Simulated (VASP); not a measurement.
Input of a VASP 6.6.1 run:

File INCAR:

```
ALGO     = Normal         # electronic algorithm
EDIFF    = 1E-7           # SCF threshold, eV
ENCUT    = 520            # plane-wave cutoff, eV
GGA      = CA             # functional
ISIF     = 2              # what is computed and relaxed
ISMEAR   = 0              # smearing method
LASPH    = T              # aspherical terms in the spheres
LCHARG   = F              # write CHGCAR
LREAL    = F              # projectors in reciprocal space
LWAVE    = F              # write WAVECAR
NBANDS   = 11             # bands
NELM     = 80             # most SCF steps
PREC     = Accurate       # precision mode
SIGMA    = 0.01           # smearing width, eV
```

File KPOINTS:

```
k-points
0
Gamma
  8 8 8
```

File POSCAR:

```
BeS
1.0
    2.4142590500      2.4142590500      0.0000000000
   -2.4142590500      2.4142590500      0.0000000000
    0.0000000000      2.4142590500      2.4142590500
Be S
1 1
Direct
    0.0000000000      0.0000000000      0.0000000000
    0.7500000000      0.2500000000      0.5000000000
```

Potentials or basis: VASP PAW LDA potentials, release 64 (Be, S).

The run is started by

```sh
$ cat potpaw_LDA.64/Be/POTCAR potpaw_LDA.64/S/POTCAR > POTCAR
$ mpirun -np 1 vasp_std > vasp.out
```

Problem. Estimate the pressure.

Solution. -1.9 GPa.

Problem. What does it give for the band gap on the k mesh?

Solution. 2.88 eV, indirect (least direct gap 5.54 eV).

A k mesh can miss the band edges. Expect the measured gap to be larger: semilocal functionals such as LDA lack the derivative discontinuity.
